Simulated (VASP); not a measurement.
# Al12HC in VASP: single point with LDA

Aim: the single point of Al12HC with LDA.

Everything below comes from runs of VASP 6.6.1. Logs are shortened: lines on timing, memory, paths and dates and some standing lists are left out, and cuts for length are marked.

## (1) The cell of the first run

The cell holds a slab with vacuum, 14 atoms: a = 5.634 Å, b = 5.634 Å, c = 20.704 Å, α = 90.00°, β = 90.00°, γ = 90.00°.

## (2) Single point, LDA, collinear spin

Input file INCAR:

```
SYSTEM = Al12HC
PREC = Accurate
ENCUT = 520
EDIFF = 1E-6
ISMEAR = 0
SIGMA = 0.1
LREAL = .False.
LASPH = .True.
NELM = 150
ALGO = Normal
ISIF = 2
LWAVE = .False.
LCHARG = .False.
ISPIN = 2
MAGMOM = 0 0 0 0 0 0 0 0 0 0 0 0 1 0
LORBIT = 11
LDIPOL = .True.
IDIPOL = 3
DIPOL = 0.5 0.5 0.319
NBANDS = 38
```

Input file KPOINTS:

```
regular mesh
0
Gamma
  5 5 1
  0 0 0
```

Input file POSCAR:

```
Al12HC
1.0
    5.6343731020      0.0000000000      0.0000000000
    0.0000000000      5.6343731020      0.0000000000
    0.0000000000      0.0000000000     20.7039189548
Al C H
12 1 1
Direct
    0.2500000000      0.2500000000      0.1932001380
    0.2500000000      0.7500000000      0.1932001380
    0.7500000000      0.2500000000      0.1932001380
    0.7500000000      0.7500000000      0.1932001380
    0.0000000000      0.0000000000      0.2922907177
    0.0000000000      0.5000000000      0.2922907177
    0.5000000000      0.0000000000      0.2922907177
    0.5000000000      0.5000000000      0.2922907177
    0.2500000000      0.2500000000      0.3914195652
    0.2500000000      0.7500000000      0.3914195652
    0.7500000000      0.2500000000      0.3914195652
    0.7500000000      0.7500000000      0.3914195652
    0.4166666667      0.4166666667      0.4498445060
    0.4166666667      0.4166666667      0.5029132668
```

Potentials or basis: VASP PAW LDA potentials, release 64 (Al, C, H).

Started as:

```bash
$ cat potpaw_LDA.64/Al/POTCAR potpaw_LDA.64/C/POTCAR potpaw_LDA.64/H/POTCAR > POTCAR
$ mpirun -np 1 vasp_std > vasp.out
```

OUTCAR:

```text
SYSTEM = Al12HC
   PREC = Accurate
   ENCUT = 520
   EDIFF = 1E-6
   ISMEAR = 0
   LREAL = .False.
   LASPH = .True.
   NELM = 150
   ISIF = 2
   ISPIN = 2
   LORBIT = 11

 ion  position               nearest neighbor table
   1  0.250  0.250  0.193-   2 2.82   3 2.82   2 2.82   3 2.82   7 2.86   8 2.86   5 2.86   6 2.86

   2  0.250  0.750  0.193-   1 2.82   4 2.82   1 2.82   4 2.82   7 2.86   8 2.86   5 2.86   6 2.86

   3  0.750  0.250  0.193-   1 2.82   4 2.82   4 2.82   1 2.82   7 2.86   8 2.86   5 2.86   6 2.86
[... 4 lines left out ...]
                            11 2.86  12 2.86   9 2.86  10 2.86
   6  0.000  0.500  0.292-   5 2.82   8 2.82   5 2.82   8 2.82   1 2.86   2 2.86   3 2.86   4 2.86
                            11 2.86  12 2.86   9 2.86  10 2.86
   7  0.500  0.000  0.292-   5 2.82   8 2.82   8 2.82   5 2.82   1 2.86   2 2.86   3 2.86   4 2.86
                            11 2.86  12 2.86   9 2.86  10 2.86
   8  0.500  0.500  0.292-   6 2.82   7 2.82   7 2.82   6 2.82   1 2.86   2 2.86   3 2.86   4 2.86
                            11 2.86  12 2.86   9 2.86  10 2.86
   9  0.250  0.250  0.391-  13 1.80  11 2.82  10 2.82  10 2.82  11 2.82   6 2.86   7 2.86   8 2.86
                             5 2.86
  10  0.250  0.750  0.391-  13 2.42  12 2.82   9 2.82   9 2.82  12 2.82   6 2.86   7 2.86   8 2.86
                             5 2.86
  11  0.750  0.250  0.391-  13 2.42  12 2.82   9 2.82  12 2.82   9 2.82   6 2.86   7 2.86   8 2.86
                             5 2.86
  12  0.750  0.750  0.391-  10 2.82  11 2.82  11 2.82  10 2.82   5 2.86   6 2.86   7 2.86   8 2.86

  13  0.417  0.417  0.450-  14 1.10   9 1.80  11 2.42  10 2.42
  14  0.417  0.417  0.503-  13 1.10

  LATTYP: Found a simple tetragonal cell.
 ALAT       =     5.6343731020
 C/A-ratio  =     3.6745736535

  Lattice vectors:

 A1 = (   5.6343731020,   0.0000000000,   0.0000000000)
 A2 = (   0.0000000000,   5.6343731020,   0.0000000000)
 A3 = (   0.0000000000,   0.0000000000,  20.7039189548)

Analysis of symmetry for initial positions (statically):
=====================================================================
 Subroutine PRICEL returns:
 Original cell was already a primitive cell.

 Routine SETGRP: Setting up the symmetry group for a
 simple tetragonal supercell.

 Subroutine GETGRP returns: Found  2 space group operations
 (whereof  2 operations were pure point group operations)
 out of a pool of 16 trial point group operations.

The static configuration has the point symmetry C_1h.

Analysis of symmetry for dynamics (positions and initial velocities):
=====================================================================
 Subroutine PRICEL returns:
 Original cell was already a primitive cell.

 Routine SETGRP: Setting up the symmetry group for a
 simple tetragonal supercell.

 Subroutine GETGRP returns: Found  2 space group operations
 (whereof  2 operations were pure point group operations)
 out of a pool of 16 trial point group operations.

The dynamic configuration has the point symmetry C_1h.

Analysis of structural, dynamic, and magnetic symmetry:
=====================================================================
 Subroutine PRICEL returns:
 Original cell was already a primitive cell.

 Routine SETGRP: Setting up the symmetry group for a
 simple tetragonal supercell.

 Subroutine GETGRP returns: Found  2 space group operations
 (whereof  2 operations were pure point group operations)
 out of a pool of 16 trial point group operations.

The overall configuration has the point symmetry C_1h.

 Subroutine INISYM returns: Found  2 space group operations
 (whereof  2 operations are pure point group operations),
 and found     1 'primitive' translations

----------------------------------------------------------------------------------------

                                     Primitive cell

  volume of cell :     657.2699

  direct lattice vectors                    reciprocal lattice vectors
     5.634373102  0.000000000  0.000000000     0.177482034  0.000000000  0.000000000
     0.000000000  5.634373102  0.000000000     0.000000000  0.177482034  0.000000000
     0.000000000  0.000000000 20.703918955     0.000000000  0.000000000  0.048300035

  length of vectors
     5.634373102  5.634373102 20.703918955     0.177482034  0.177482034  0.048300035

  position of ions in fractional coordinates (direct lattice)
     0.250000000  0.250000000  0.193200138
     0.250000000  0.750000000  0.193200138
     0.750000000  0.250000000  0.193200138
[... 102 lines left out ...]
   IMIX   =      4    mixing-type and parameters
     AMIX     =   0.40;   BMIX     =  1.00
     AMIX_MAG =   1.60;   BMIX_MAG =  1.00
  volume/ion in A,a.u.               =      46.95       316.82
  Fermi-wavevector in a.u.,A,eV,Ry     =   0.649264  1.226932  5.735456  0.421544
  Thomas-Fermi vector in A             =   1.718164
   LORBIT       =     11    0 simple, 1 ext, 2 COOP (PROOUT), +10 PAW based schemes
   GGA     = CA    functional components
   LHFCALC =     F    Hartree Fock is set to
   AEXX    =    0.0000 exact exchange contribution
   IVDW    =     0    specifies the selected vdW correction
   LEPSILON=     F    determine dielectric tensor
   LRPA    =     F    only Hartree local field effects (RPA)
 spin polarized calculation
 Gauss-broadening in eV      SIGMA  =   0.10
  energy-cutoff  :      520.00
  volume of cell :      657.27
 maximum number of plane-waves:     17737
 NGX is ok and might be reduce to    42
   NGX = 21   NGY = 21   NGZ = 77

 dipolmoment           0.000000      0.000000      0.002987 electrons x Angstroem

 number of electron      40.9999999 magnetization       0.0002296

 dipolmoment           0.000000      0.000000     -0.019826 electrons x Angstroem

 Free energy of the ion-electron system (eV)
  ---------------------------------------------------
  ext. energy  EPLUGINS =         0.00000000
  ---------------------------------------------------
  free energy    TOTEN  =       -58.02964500 eV

  energy without entropy =      -57.99977762  energy(sigma->0) =      -58.01471131

 E-fermi :  -0.5741     XC(G=0):  -4.2263

 val. band max:       -0.6953027432   @ k =   0.0000   0.0000   0.0000
 cond. band min:      -0.5711821895   @ k =   0.4000   0.2000   0.0000
 fundamental gap:      0.1241205537
 Fermi energy:        -0.5740833260

 spin component 1

 k-point     1 :       0.0000    0.0000    0.0000
  band No.  band energies     occupation
      1     -11.9720      1.00000
      2     -10.7699      1.00000
      3      -8.6299      1.00000
      4      -6.6951      1.00000
      5      -6.5778      1.00000
      6      -6.5143      1.00000
[... 304 lines left out ...]
     31       2.2493      0.00000
     32       2.6827      0.00000
 Fermi energy:        -0.5740833260

 spin component 2

 k-point     1 :       0.0000    0.0000    0.0000
  band No.  band energies     occupation
      1     -11.9720      1.00000
      2     -10.7699      1.00000
      3      -8.6298      1.00000
      4      -6.6951      1.00000
      5      -6.5778      1.00000
      6      -6.5143      1.00000
[... 304 lines left out ...]
     31       2.2493      0.00000
     32       2.6827      0.00000
 [bands above 32 left out]

------------------------ aborting loop because EDIFF is reached ----------------------------------------

 vacuum level on the upper side and lower side of the slab       (xc-potential included)        -0.060         0.050

  FORCE on cell =-STRESS in cart. coord.  units (eV):
  Direction    XX          YY          ZZ          XY          YZ          ZX
  --------------------------------------------------------------------------------------
  -------------------------------------------------------------------------------------
  Total       -9.5006952     -9.5006952      0.1615572      2.6892387      2.1789395      2.1789395
  in kB      -23.1591282    -23.1591282      0.3938158      6.5553544      5.3114365      5.3114365
  external PRESSURE =     -15.3081469 kB  Pullay stress =       0.0000000 kB

 VOLUME and BASIS-vectors are now :
 -----------------------------------------------------------------------------
  energy-cutoff  :      520.00
  volume of cell :      657.27
      direct lattice vectors                 reciprocal lattice vectors
     5.634373102  0.000000000  0.000000000     0.177482034  0.000000000  0.000000000
     0.000000000  5.634373102  0.000000000     0.000000000  0.177482034  0.000000000
     0.000000000  0.000000000 20.703918955     0.000000000  0.000000000  0.048300035

 POSITION                                       TOTAL-FORCE (eV/Angst)
 -----------------------------------------------------------------------------------
      1.40859      1.40859      4.00000         0.006086      0.006086     -0.008706
      1.40859      4.22578      4.00000         0.119584      0.019016     -0.012031
      4.22578      1.40859      4.00000         0.019016      0.119584     -0.012031
      4.22578      4.22578      4.00000        -0.115831     -0.115831      0.015049
      0.00000      0.00000      6.05156         0.004659      0.004659     -0.153810
      0.00000      2.81719      6.05156         0.009043      0.046153      0.145575
      2.81719      0.00000      6.05156         0.046153      0.009043      0.145575
      2.81719      2.81719      6.05156         0.016767      0.016767     -0.140368
      1.40859      1.40859      8.10392        -1.396558     -1.396558     -1.401242
      1.40859      4.22578      8.10392         0.325803     -0.867814      0.639689
      4.22578      1.40859      8.10392        -0.867814      0.325803      0.639689
      4.22578      4.22578      8.10392        -0.060466     -0.060466      0.092738
      2.34766      2.34766      9.31354         1.744168      1.744168      0.001992
      2.34766      2.34766     10.41228         0.149389      0.149389      0.047882
 -----------------------------------------------------------------------------------
    total drift:                                0.000106      0.000106     -0.000247

  FREE ENERGIE OF THE ION-ELECTRON SYSTEM (eV)
  ---------------------------------------------------
  free  energy   TOTEN  =       -58.0296450032 eV

  energy  without entropy=      -57.9997776204  energy(sigma->0) =      -58.01471131

 vacuum level on the upper side and lower side of the slab         3.795         3.908

 total charge

# of ion       s       p       d       tot
------------------------------------------
    1        0.479   0.306   0.000   0.785
    2        0.480   0.307   0.000   0.786
    3        0.480   0.307   0.000   0.786
    4        0.480   0.304   0.000   0.784
    5        0.454   0.341   0.000   0.795
    6        0.439   0.351   0.000   0.790
    7        0.439   0.351   0.000   0.790
    8        0.439   0.364   0.000   0.803
    9        0.441   0.412   0.000   0.852
   10        0.448   0.317   0.000   0.765
   11        0.448   0.317   0.000   0.765
   12        0.475   0.301   0.000   0.776
   13        0.871   1.509   0.000   2.380
   14        0.603   0.048   0.000   0.652
--------------------------------------------------
tot          6.975   5.534   0.000  12.509

 magnetization (x)

# of ion       s       p       d       tot
------------------------------------------
    1        0.000   0.000   0.000   0.000
    2        0.000   0.000   0.000   0.000
    3        0.000   0.000   0.000   0.000
    4        0.000   0.000   0.000   0.000
    5        0.000   0.000   0.000   0.000
    6        0.000   0.000   0.000   0.000
    7        0.000   0.000   0.000   0.000
    8        0.000   0.000   0.000   0.000
    9        0.000   0.000   0.000   0.000
   10        0.000   0.000   0.000   0.000
   11        0.000   0.000   0.000   0.000
   12        0.000   0.000   0.000   0.000
   13        0.000   0.000   0.000   0.000
   14       -0.000   0.000   0.000  -0.000
--------------------------------------------------
tot          0.000   0.000   0.000   0.000
```

Run time: 9.4 min. Hardware: 1 thread of Intel Xeon Platinum 8488C (Sapphire Rapids), shared host; peak memory 0.73 GiB.

What came out:

* Free energy: -58.0296 eV
* Largest force: 2.467 eV/Å
* Net moment: 0.00 μB per cell
* Valence electrons inside the program's atomic spheres: Al 0.79, 0.78, 0.80, 0.85, 0.77 (each value once); C 2.38; H 0.65

Forces on the atoms (eV/Å):
```
Al   0.006  0.006 -0.009
Al   0.120  0.019 -0.012
Al   0.019  0.120 -0.012
Al  -0.116 -0.116  0.015
Al   0.005  0.005 -0.154
Al   0.009  0.046  0.146
Al   0.046  0.009  0.146
Al   0.017  0.017 -0.140
Al  -1.397 -1.397 -1.401
Al   0.326 -0.868  0.640
Al  -0.868  0.326  0.640
Al  -0.060 -0.060  0.093
C    1.744  1.744  0.002
H    0.149  0.149  0.048
```
